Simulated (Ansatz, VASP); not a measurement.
**Ga2Cl in VASP and in Ansatz**

The input INCAR:

```
SYSTEM = Ga2Cl
  ALGO = Normal
  EDIFF = 1E-6
  EDIFFG = -0.04
  ENCUT = 600
  GGA = PE
  IBRION = 2
  ISIF = 3
  ISMEAR = 0
  LASPH = .True.
  LCHARG = .False.
  LREAL = .False.
  LWAVE = .False.
  NELM = 60
  NSW = 90
  PREC = Accurate
  SIGMA = 0.1
```

File KPOINTS:

```
k-points
0
Gamma
  4 4 4
  0 0 0
```

Contents of POSCAR:

```
Ga2Cl
1.0
    4.4911861352      0.0000000000      0.0000000000
    0.0000000000      4.4911861352      0.0000000000
    0.0000000000      0.0000000000      6.4655795506
Ga Cl
4 2
Direct
    0.0000000000      0.5000000000      0.2030000000
    0.0000000000      0.5000000000      0.7030000000
    0.5000000000      0.0000000000      0.2970000000
    0.5000000000      0.0000000000      0.7970000000
    0.0000000000      0.0000000000      0.0000000000
    0.5000000000      0.5000000000      0.5000000000
```

Input for Ansatz:

```yaml
crystal:
  lattice:
    - [4.4911861352, 0.0, 0.0]
    - [0.0, 4.4911861352, 0.0]
    - [0.0, 0.0, 6.4655795506]
  atoms:
    - { symbol: Ga, position: [0.0, 0.5, 0.203] }
    - { symbol: Ga, position: [0.0, 0.5, 0.703] }
    - { symbol: Ga, position: [0.5, 0.0, 0.297] }
    - { symbol: Ga, position: [0.5, 0.0, 0.797] }
    - { symbol: Cl, position: [0.0, 0.0, 0.0] }
    - { symbol: Cl, position: [0.5, 0.5, 0.5] }
basis:
  ecutwfc: 420
kpoints:
  mp_grid: { grid: [4, 4, 4] }
hamiltonian:
  xc: pbe
scf:
  occupations: { method: gaussian, width: 0.1 }
  lower_state_search: "off"
output:
  forces: true
  stress: true
  eigenvalues: true
relax:
  adjacent_minimum: "off"
  f_tol: 0.04
  max_steps: 70
  cell: { stress_tol: 0.4 }
```

Alike in both runs: task relaxation of cell and atoms; functional PBE; k mesh 4 × 4 × 4; occupations gaussian, width 0.1 eV; no spin polarisation.

```csv
,VASP,Ansatz
version,VASP 6.6.1,Ansatz 0.2.0
potentials or method,"VASP PAW PBE potentials, release 64 (Ga_d, Cl), cutoff 600 eV","scalar-relativistic, plane waves, PAW"
valence electrons in the cell,66,66
```

```csv
,VASP,Ansatz,Ansatz less VASP
"gap on the k mesh at the Fermi level, each at its own relaxed structure (eV)",none,none,-
relaxed volume (Å³/atom),29.85,28.40,-1.451
relaxed length of the cell vector where the two differ most in proportion (Å),7.123,5.286,-1.8366
```

A gap of «none» marks a metal or a gap that the smearing closes. One of these differences is far larger than is usual between the two programs; its cause wasn't traced.

Noted on VASP's run: the volume moved by over 15 % at a fixed basis, so the end points are rough.
